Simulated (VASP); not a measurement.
# Ir (Fm-3m) in VASP: a series of runs

Runs on Ir. Level: PBE. Tasks: single point.

All numbers are computed with VASP 6.6.1; they aren't measurements. Logs are shortened: lines on timing, memory, paths and dates and some standing lists are left out, and cuts for length are marked.

### 1 The cell of the first run

The structure is cubic, space group Fm-3m (No. 225). Conventional cell: a = 3.925 Å, b = 3.925 Å, c = 3.925 Å, α = 90.00°, β = 90.00°, γ = 90.00°. Ir (site symmetry m-3m) has 12 Ir at 2.78 Å within 3.7 Å.

### 2 Single point, PBE

File INCAR:

```
  PREC = Accurate
  ENCUT = 520
  EDIFF = 1E-6
  ISMEAR = 0
  SIGMA = 0.15
  LREAL = False
  LASPH = True
  NELM = 80
  ALGO = Normal
  ISIF = 2
  LWAVE = False
  LCHARG = True
  GGA = PE
  LELF = True
  LVHAR = True
  NBANDS = 10
```

File KPOINTS:

```
regular mesh
0
Gamma
  13 13 13
```

File POSCAR:

```
Ir
1.0
    0.0000000000      1.9623402708      1.9623402708
    1.9623402708      0.0000000000      1.9623402708
    1.9623402708      1.9623402708      0.0000000000
Ir
1
Direct
    0.0000000000      0.0000000000      0.0000000000
```

Potentials or basis: VASP PAW PBE potentials, release 64 (Ir).

Run with:

```
> cat potpaw_PBE.64/Ir/POTCAR > POTCAR
> mpirun -np 1 vasp_std > vasp.out
```

OUTCAR:

```text
PREC = Accurate
   ENCUT = 520
   EDIFF = 1E-6
   ISMEAR = 0
   LREAL = False
   LASPH = True
   NELM = 80
   ISIF = 2
   GGA = PE

 ion  position               nearest neighbor table
   1  0.000  0.000  0.000-

  LATTYP: Found a face centered cubic cell.
 ALAT       =     3.9246805416

  Lattice vectors:

 A1 = (   0.0000000000,   1.9623402708,   1.9623402708)
 A2 = (   1.9623402708,   0.0000000000,   1.9623402708)
 A3 = (   1.9623402708,   1.9623402708,   0.0000000000)

Analysis of symmetry for initial positions (statically):
=====================================================================
 Subroutine PRICEL returns:
 Original cell was already a primitive cell.

 Routine SETGRP: Setting up the symmetry group for a
 face centered cubic supercell.

 Subroutine GETGRP returns: Found 48 space group operations
 (whereof 48 operations were pure point group operations)
 out of a pool of 48 trial point group operations.

The static configuration has the point symmetry O_h .

Analysis of symmetry for dynamics (positions and initial velocities):
=====================================================================
 Subroutine PRICEL returns:
 Original cell was already a primitive cell.

 Routine SETGRP: Setting up the symmetry group for a
 face centered cubic supercell.

 Subroutine GETGRP returns: Found 48 space group operations
 (whereof 48 operations were pure point group operations)
 out of a pool of 48 trial point group operations.

The dynamic configuration has the point symmetry O_h .

 Subroutine INISYM returns: Found 48 space group operations
 (whereof 48 operations are pure point group operations),
 and found     1 'primitive' translations

----------------------------------------------------------------------------------------

                                     Primitive cell

  volume of cell :      15.1131

  direct lattice vectors                    reciprocal lattice vectors
     0.000000000  1.962340271  1.962340271    -0.254797808  0.254797808  0.254797808
     1.962340271  0.000000000  1.962340271     0.254797808 -0.254797808  0.254797808
     1.962340271  1.962340271  0.000000000     0.254797808  0.254797808 -0.254797808

  length of vectors
     2.775168225  2.775168225  2.775168225     0.441322750  0.441322750  0.441322750

  position of ions in fractional coordinates (direct lattice)
     0.000000000  0.000000000  0.000000000

  ion indices of the primitive-cell ions
   primitive index   ion index
                 1           1

----------------------------------------------------------------------------------------

 KPOINTS: regular mesh

Automatic generation of k-mesh.
 Grid dimensions read from file:
 generate k-points for:   13   13   13

 Generating k-lattice:

  Cartesian coordinates                     Fractional coordinates (reciprocal lattice)
    -0.019599831  0.019599831  0.019599831     0.076923077  0.000000000  0.000000000
     0.019599831 -0.019599831  0.019599831     0.000000000  0.076923077  0.000000000
     0.019599831  0.019599831 -0.019599831     0.000000000  0.000000000  0.076923077

  Length of vectors
     0.033947904  0.033947904  0.033947904

  Shift w.r.t. Gamma in fractional coordinates (k-lattice)
     0.000000000  0.000000000  0.000000000

 Subroutine IBZKPT returns following result:
 ===========================================

 Found     84 irreducible k-points:

 Following reciprocal coordinates:
            Coordinates               Weight
  0.000000  0.000000  0.000000      1.000000
  0.076923  0.000000  0.000000      8.000000
  0.153846  0.000000  0.000000      8.000000
  0.230769  0.000000  0.000000      8.000000
  0.307692  0.000000  0.000000      8.000000
  0.384615  0.000000  0.000000      8.000000
[... 16 lines left out ...]
  0.384615  0.153846  0.000000     24.000000
  0.461538  0.153846  0.000000     24.000000
 [... further k-points ...]
   k-points           NKPTS =     84   k-points in BZ     NKDIM =     84   number of bands    NBANDS=     10
   number of dos      NEDOS =    301   number of ions     NIONS =      1
   total plane-waves  NPLWV =  13824
   dimension x,y,z NGX =    24 NGY =   24 NGZ =   24
   dimension x,y,z NGXF=    48 NGYF=   48 NGZF=   48
   ions per type =               1
   NGX,Y,Z   is equivalent  to a cutoff of  14.38, 14.38, 14.38 a.u.
   NGXF,Y,Z  is equivalent  to a cutoff of  28.75, 28.75, 28.75 a.u.
 SYSTEM =  unknown system
   PREC   = accura    normal or accurate (medium, high low for compatibility)
   ISTART =      0    job   : 0-new  1-cont  2-samecut
   ICHARG =      2    charge: 1-file 2-atom 10-const
   ISPIN  =      1    spin polarized calculation?
   LNONCOLLINEAR =      F non collinear calculations
   LSORBIT =      F    spin-orbit coupling
   LASPH  =      T    aspherical Exc in radial PAW
   ENCUT  =  520.0 eV  38.22 Ry    6.18 a.u.   5.16  5.16  5.16*2*pi/ulx,y,z
   NELM   =     80;   NELMIN=  2; NELMDL= -5     # of ELM steps
   EDIFF  = 0.1E-05   stopping-criterion for ELM
   LREAL  =      F    real-space projection
[... 7 lines left out ...]
   TEBEG  =    0.0;   TEEND  =   0.0 temperature during run
   PSTRESS=    0.0 pullay stress
   NELECT =       9.0000    total number of electrons
   NUPDOWN=      -1.0000    fix difference up-down
   EMIN   =  10.00;   EMAX   =-10.00  energy-range for DOS
   EFERMI =   0.00;   METHOD = LEGACY
   ISMEAR =     0;   SIGMA  =   0.15  broadening in eV -4-tet -1-fermi 0-gaus
   EFERMI_NEDOS =   21; number of points for ismear=-14 and -15
   IALGO  =     38    algorithm
   IMIX   =      4    mixing-type and parameters
     AMIX     =   0.40;   BMIX     =  1.00
     AMIX_MAG =   1.60;   BMIX_MAG =  1.00
  volume/ion in A,a.u.               =      15.11       101.99
  Fermi-wavevector in a.u.,A,eV,Ry     =   1.377330  2.602776 25.810769  1.897038
  Thomas-Fermi vector in A             =   2.502493
   LORBIT       =      0    0 simple, 1 ext, 2 COOP (PROOUT), +10 PAW based schemes
   GGA     = PE    functional components
   LHFCALC =     F    Hartree Fock is set to
   AEXX    =    0.0000 exact exchange contribution
   IVDW    =     0    specifies the selected vdW correction
   LEPSILON=     F    determine dielectric tensor
   LRPA    =     F    only Hartree local field effects (RPA)
 non-spin polarized calculation
 Gauss-broadening in eV      SIGMA  =   0.15
  energy-cutoff  :      520.00
  volume of cell :       15.11
 maximum number of plane-waves:       419
 NGX is ok and might be reduce to    24
   NGX = 11   NGY = 11   NGZ = 11

 number of electron       9.0000001 magnetization

 Free energy of the ion-electron system (eV)
  ---------------------------------------------------
  ext. energy  EPLUGINS =         0.00000000
  ---------------------------------------------------
  free energy    TOTEN  =        -8.82627146 eV

  energy without entropy =       -8.81144575  energy(sigma->0) =       -8.81885860

 E-fermi :   9.3058     XC(G=0): -13.5963

 val. band max:        9.2665227054   @ k =  -0.3077   0.3077   0.0769
 cond. band min:       9.3136638692   @ k =   0.3077   0.2308   0.0000
 fundamental gap:      0.0471411638
 Fermi energy:         9.3057878725

 k-point     1 :       0.0000    0.0000    0.0000
  band No.  band energies     occupation
      1      -1.1256      2.00000
      2       5.7857      2.00000
      3       5.7857      2.00000
      4       5.7857      2.00000
      5       8.2068      2.00000
      6       8.2068      2.00000
      7      23.7294      0.00000
      8      28.9312      0.00000
      9      28.9312      0.00000
     10      28.9312      0.00000

 k-point     2 :       0.0769    0.0000    0.0000
  band No.  band energies     occupation
      1      -0.8813      2.00000
      2       5.6638      2.00000
      3       5.8876      2.00000
      4       5.8876      2.00000
      5       8.1463      2.00000
      6       8.1463      2.00000
      7      24.1325      0.00000
      8      27.6869      0.00000
      9      29.3191      0.00000
     10      29.3191      0.00000

 k-point     3 :       0.1538    0.0000    0.0000
  band No.  band energies     occupation
      1      -0.1957      2.00000
      2       5.3969      2.00000
      3       6.1116      2.00000
      4       6.1116      2.00000
      5       8.0700      2.00000
      6       8.0700      2.00000
      7      25.1134      0.00000
      8      25.5704      0.00000
      9      30.4074      0.00000
     10      30.4074      0.00000

 k-point     4 :       0.2308    0.0000    0.0000
  band No.  band energies     occupation
      1       0.7453      2.00000
      2       5.2705      2.00000
      3       6.2102      2.00000
      4       6.2102      2.00000
      5       8.2668      2.00000
      6       8.2668      2.00000
      7      23.3371      0.00000
      8      25.7980      0.00000
      9      31.8969      0.00000
     10      31.8969      0.00000

 k-point     5 :       0.3077    0.0000    0.0000
  band No.  band energies     occupation
      1       1.5274      2.00000
      2       5.7485      2.00000
      3       6.0650      2.00000
      4       6.0650      2.00000
      5       8.8514      1.99998
      6       8.8514      1.99998
      7      20.9136      0.00000
      8      25.0370      0.00000
      9      31.6869      0.00000
     10      31.6869      0.00000

 k-point     6 :       0.3846    0.0000    0.0000
  band No.  band energies     occupation
      1       1.8317      2.00000
      2       5.8530      2.00000
      3       5.8530      2.00000
      4       7.0510      2.00000
      5       9.5481      0.02234
      6       9.5481      0.02234
      7      18.3018      0.00000
      8      23.9312      0.00000
      9      29.8027      0.00000
     10      29.8027      0.00000

 k-point     7 :       0.4615    0.0000    0.0000
  band No.  band energies     occupation
      1       1.8717      2.00000
      2       5.7187      2.00000
      3       5.7187      2.00000
      4       8.4583      2.00000
      5      10.0171      0.00000
      6      10.0171      0.00000
      7      16.2469      0.00000
      8      23.3352      0.00000
      9      28.6607      0.00000
     10      28.6607      0.00000

 k-point     8 :       0.0769    0.0769    0.0000
  band No.  band energies     occupation
      1      -0.7991      2.00000
      2       5.5494      2.00000
      3       5.9653      2.00000
      4       5.9653      2.00000
      5       7.9388      2.00000
      6       8.3003      2.00000
      7      24.2753      0.00000
      8      28.0308      0.00000
      9      29.0074      0.00000
     10      29.0074      0.00000

 k-point     9 :       0.1538    0.0769    0.0000
  band No.  band energies     occupation
      1      -0.2560      2.00000
      2       5.2785      2.00000
      3       6.1851      2.00000
      4       6.1991      2.00000
      5       7.6907      2.00000
      6       8.3724      2.00000
      7      25.1105      0.00000
      8      26.4287      0.00000
      9      29.3544      0.00000
     10      29.9265      0.00000
[... 118 lines left out ...]
 k-point    19 :      -0.0769    0.0769    0.0000
  band No.  band energies     occupation
      1      -0.4867      2.00000
      2       5.4499      2.00000
      3       6.0340      2.00000
      4       6.0824      2.00000
      5       7.8800      2.00000
      6       8.2678      2.00000
      7      24.7502      0.00000
      8      26.6865      0.00000
      9      29.0503      0.00000
     10      30.3413      0.00000

 k-point    20 :       0.1538    0.1538    0.0000
  band No.  band energies     occupation
      1       0.1245      2.00000
      2       4.9457      2.00000
      3       6.4956      2.00000
      4       6.4956      2.00000
      5       7.2665      2.00000
      6       8.5658      2.00000
      7      25.7688      0.00000
      8      27.0878      0.00000
      9      28.8035      0.00000
     10      28.8035      0.00000

 k-point    21 :       0.2308    0.1538    0.0000
  band No.  band energies     occupation
      1       0.8713      2.00000
      2       4.6134      2.00000
      3       6.4939      2.00000
      4       6.8072      2.00000
      5       7.3658      2.00000
      6       8.7861      2.00000
      7      25.6247      0.00000
      8      26.7512      0.00000
      9      28.5084      0.00000
     10      29.2043      0.00000

 k-point    22 :       0.3077    0.1538    0.0000
  band No.  band energies     occupation
      1       1.7747      2.00000
      2       4.4868      2.00000
      3       6.0057      2.00000
      4       6.8812      2.00000
      5       8.3097      2.00000
      6       9.2349      1.49599
      7      23.1874      0.00000
      8      26.6540      0.00000
      9      28.0633      0.00000
     10      29.5900      0.00000

 k-point    23 :       0.3846    0.1538    0.0000
  band No.  band energies     occupation
      1       2.3915      2.00000
      2       4.8926      2.00000
      3       5.6057      2.00000
      4       6.7247      2.00000
      5       9.6581      0.00089
      6       9.8046      0.00000
      7      20.2589      0.00000
      8      25.5482      0.00000
      9      27.4089      0.00000
     10      29.4334      0.00000

 k-point    24 :       0.4615    0.1538    0.0000
  band No.  band energies     occupation
      1       2.5634      2.00000
      2       5.1363      2.00000
      3       6.0371      2.00000
      4       6.5141      2.00000
      5      10.1474      0.00000
      6      11.2956      0.00000
      7      17.3935      0.00000
      8      24.7267      0.00000
      9      27.0711      0.00000
     10      28.1648      0.00000

 [... further k-points ...]
[... 5 lines left out ...]
  --------------------------------------------------------------------------------------
  -------------------------------------------------------------------------------------
  Total       -1.1663827     -1.1663827     -1.1663827      0.0000000      0.0000000      0.0000000
  in kB     -123.6513059   -123.6513059   -123.6513059      0.0000000      0.0000000      0.0000000
  external PRESSURE =    -123.6513059 kB  Pullay stress =       0.0000000 kB

 VOLUME and BASIS-vectors are now :
 -----------------------------------------------------------------------------
  energy-cutoff  :      520.00
  volume of cell :       15.11
      direct lattice vectors                 reciprocal lattice vectors
     0.000000000  1.962340271  1.962340271    -0.254797808  0.254797808  0.254797808
     1.962340271  0.000000000  1.962340271     0.254797808 -0.254797808  0.254797808
     1.962340271  1.962340271  0.000000000     0.254797808  0.254797808 -0.254797808

 POSITION                                       TOTAL-FORCE (eV/Angst)
 -----------------------------------------------------------------------------------
      0.00000      0.00000      0.00000         0.000000      0.000000      0.000000
 -----------------------------------------------------------------------------------
    total drift:                               -0.000000     -0.000000      0.000000

  FREE ENERGIE OF THE ION-ELECTRON SYSTEM (eV)
  ---------------------------------------------------
  free  energy   TOTEN  =        -8.8262714578 eV

  energy  without entropy=       -8.8114457497  energy(sigma->0) =       -8.81885860
```

Wall time 9 s (1 thread of AMD EPYC 9R45 (Zen 5), shared host); peak memory 0.12 GiB.

Results:

- Free energy: -8.8263 eV
- Pressure: -12.4 GPa

Caveat: spin-orbit coupling is left out, which moves the levels of the heavy elements.

### 3 Single point, PBE

This run uses another cell than the first one, of 15.46 Å³/atom, 1.023 times its volume.

File INCAR:

```
SYSTEM = Ir
  PREC = Accurate
  ENCUT = 520
  EDIFF = 1E-6
  ISMEAR = 0
  SIGMA = 0.15
  LREAL = .FALSE.
  LASPH = .TRUE.
  NELM = 80
  ALGO = Normal
  ISIF = 2
  LWAVE = .FALSE.
  LCHARG = .FALSE.
  GGA = PE
  NBANDS = 10
```

File KPOINTS:

```
regular mesh
0
G
  13 13 13
  0 0 0
```

File POSCAR:

```
Ir
1.0
    0.0000000000      1.9774357892      1.9774357892
    1.9774357892      0.0000000000      1.9774357892
    1.9774357892      1.9774357892      0.0000000000
Ir
1
Direct
    0.0000000000      0.0000000000      0.0000000000
```

Potentials or basis: VASP PAW PBE potentials, release 64 (Ir).

Run with:

```
> cat potpaw_PBE.64/Ir/POTCAR > POTCAR
> mpirun -np 1 vasp_std > vasp.out
```

OUTCAR:

```text
SYSTEM = Ir
   PREC = Accurate
   ENCUT = 520
   EDIFF = 1E-6
   ISMEAR = 0
   LREAL = .FALSE.
   LASPH = .TRUE.
   NELM = 80
   ISIF = 2
   GGA = PE

 ion  position               nearest neighbor table
   1  0.000  0.000  0.000-

  LATTYP: Found a face centered cubic cell.
 ALAT       =     3.9548715784

  Lattice vectors:

 A1 = (   0.0000000000,   1.9774357892,   1.9774357892)
 A2 = (   1.9774357892,   0.0000000000,   1.9774357892)
 A3 = (   1.9774357892,   1.9774357892,   0.0000000000)

Analysis of symmetry for initial positions (statically):
[... 483 lines left out ...]
      4       6.2445      2.00000
      5       9.7379      0.00000
      6      10.8744      0.00000
      7      16.8363      0.00000
      8      24.2884      0.00000
      9      26.4702      0.00000
     10      27.5206      0.00000

 [... further k-points ...]
[... 5 lines left out ...]
  --------------------------------------------------------------------------------------
  -------------------------------------------------------------------------------------
  Total       -1.7819016     -1.7819016     -1.7819016      0.0000000     -0.0000000      0.0000000
  in kB     -184.6108123   -184.6108123   -184.6108123      0.0000000     -0.0000000      0.0000000
  external PRESSURE =    -184.6108123 kB  Pullay stress =       0.0000000 kB

 VOLUME and BASIS-vectors are now :
 -----------------------------------------------------------------------------
  energy-cutoff  :      520.00
  volume of cell :       15.46
      direct lattice vectors                 reciprocal lattice vectors
     0.000000000  1.977435789  1.977435789    -0.252852711  0.252852711  0.252852711
     1.977435789  0.000000000  1.977435789     0.252852711 -0.252852711  0.252852711
     1.977435789  1.977435789  0.000000000     0.252852711  0.252852711 -0.252852711

 POSITION                                       TOTAL-FORCE (eV/Angst)
 -----------------------------------------------------------------------------------
      0.00000      0.00000      0.00000         0.000000      0.000000      0.000000
 -----------------------------------------------------------------------------------
    total drift:                                0.000000     -0.000000     -0.000000

  FREE ENERGIE OF THE ION-ELECTRON SYSTEM (eV)
  ---------------------------------------------------
  free  energy   TOTEN  =        -8.7924517161 eV

  energy  without entropy=       -8.7771951455  energy(sigma->0) =       -8.78482343
```

OSZICAR:

```text
N       E                     dE             d eps       ncg     rms          rms(c)
DAV:   1     0.473619374382E+02    0.47362E+02   -0.42830E+03  1688   0.812E+02
DAV:   2    -0.848403467388E+01   -0.55846E+02   -0.52982E+02  1714   0.192E+02
DAV:   3    -0.937448637777E+01   -0.89045E+00   -0.88570E+00  1978   0.297E+01
DAV:   4    -0.938257738733E+01   -0.80910E-02   -0.80896E-02  1874   0.268E+00
DAV:   5    -0.938274562954E+01   -0.16824E-03   -0.16824E-03  1916   0.373E-01    0.120E+01
DAV:   6    -0.887112506922E+01    0.51162E+00   -0.10432E+00  1876   0.122E+01    0.462E+00
DAV:   7    -0.879777211180E+01    0.73353E-01   -0.25723E-01  1964   0.552E+00    0.152E+00
DAV:   8    -0.879516470982E+01    0.26074E-02   -0.20502E-03  1814   0.467E-01    0.107E+00
DAV:   9    -0.879244377701E+01    0.27209E-02   -0.17418E-03  1890   0.564E-01    0.142E-02
DAV:  10    -0.879245080546E+01   -0.70285E-05   -0.96927E-06  2222   0.284E-02    0.250E-02
DAV:  11    -0.879245171613E+01   -0.91067E-06   -0.87666E-07  1264   0.118E-02
   1 F= -.87924517E+01 E0= -.87848234E+01  d E =-.152566E-01
```

Wall time 8.2 s (1 thread of AMD EPYC 9R45 (Zen 5), shared host); peak memory 0.12 GiB.

Results:

| Quantity | Value |
| --- | --- |
| Free energy | -8.7925 eV |
| Pressure | -18.5 GPa |

Caveat: spin-orbit coupling is left out, which moves the levels of the heavy elements.
